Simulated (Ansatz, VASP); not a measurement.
## One calculation of LiW, two programs

```
Li W
1.0
     2.72683    0.00000    0.00000
    -1.36341    2.36150    0.00000
     0.00000    0.00000    4.33419
Li W
1 1
Direct
  0.33333 0.66667 0.00000
  0.66667 0.33333 0.50000
```

Change from the starting cell: species swapped into the IrOs type (P-6m2, No. 187).

Alike in both runs: task relaxation of cell and atoms; functional PBE; k mesh 6 × 6 × 4; occupations gaussian, width 0.1 eV; no spin polarisation.

```csv
,VASP,Ansatz
version,VASP 6.6.1,Ansatz 0.2.0
potentials or method,"VASP PAW PBE potentials, release 64 (Li_sv, W_sv), cutoff 750 eV","scalar-relativistic, plane waves, PAW"
valence electrons in the cell,17,17
```

```csv
,VASP,Ansatz,Ansatz less VASP
"gap on the k mesh at the Fermi level, each at its own relaxed structure (eV)",none,none,-
relaxed volume (Å³/atom),15.82,15.76,-0.059
relaxed length of the cell vector where the two differ most in proportion (Å),4.999,4.986,-0.0124
```

A gap of «none» marks a metal or a gap that the smearing closes.

The k mesh is coarse, so the values compare programs but aren't converged. Spin-orbit coupling is off throughout.
